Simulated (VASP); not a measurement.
Input of a VASP 6.6.1 run:

INCAR

```
SYSTEM = NbSb
PREC     = Accurate       ! precision mode
ENCUT    = 520            ! plane-wave cutoff, eV
EDIFF    = 1E-6           ! SCF threshold, eV
ISMEAR   = 0              ! smearing method
SIGMA    = 0.05           ! smearing width, eV
LREAL    = .False.        ! projectors in reciprocal space
LASPH    = .True.         ! aspherical terms in the spheres
NELM     = 100            ! most SCF steps
ALGO     = Normal         ! electronic algorithm
ISIF     = 2              ! what is computed and relaxed
LWAVE    = .False.        ! write WAVECAR
LCHARG   = .False.        ! write CHGCAR
GGA      = PS             ! functional
NBANDS   = 26             ! bands
```

File KPOINTS:

```
Automatic mesh
0
Gamma
  10 10 6
  0 0 0
```

POSCAR

```
NbSb
1.0
    3.1871852570      0.0000000000      0.0000000000
   -1.5935926285      2.7601833992      0.0000000000
    0.0000000000      0.0000000000     10.1060357971
Nb Sb
2 2
Direct
    0.6666666667      0.3333333333     -0.0479075786
    0.3333333333      0.6666666667      0.4520924214
    0.6666666667      0.3333333333      0.6731075786
    0.3333333333      0.6666666667      0.1731075786
```

Potentials or basis: VASP PAW PBE potentials, release 64 (Nb_sv, Sb).

Run with:

```bash
$ cat potpaw_PBE.64/Nb_sv/POTCAR potpaw_PBE.64/Sb/POTCAR > POTCAR
$ mpirun -np 1 vasp_std > vasp.out
```

**Question.** What does it give for the pressure?

**Answer.** -4.1 GPa.

**Question.** Predict the largest force.

**Answer.** 0.013 eV/Å.

**Question.** Predict the band gap on the k mesh.

**Answer.** Zero (bands 18 and 19 overlap by 1.04 eV).

Forces in eV/Å, atoms in the order of the input:
```
Nb   0.000  0.000 -0.013
Nb   0.000  0.000 -0.013
Sb   0.000  0.000  0.013
Sb   0.000  0.000  0.013
```

Caveat: the cell stands under tension; the PAW data sets were made with another functional, which shifts forces and pressure a little; spin-orbit coupling is left out, which moves the levels of the heavy elements.
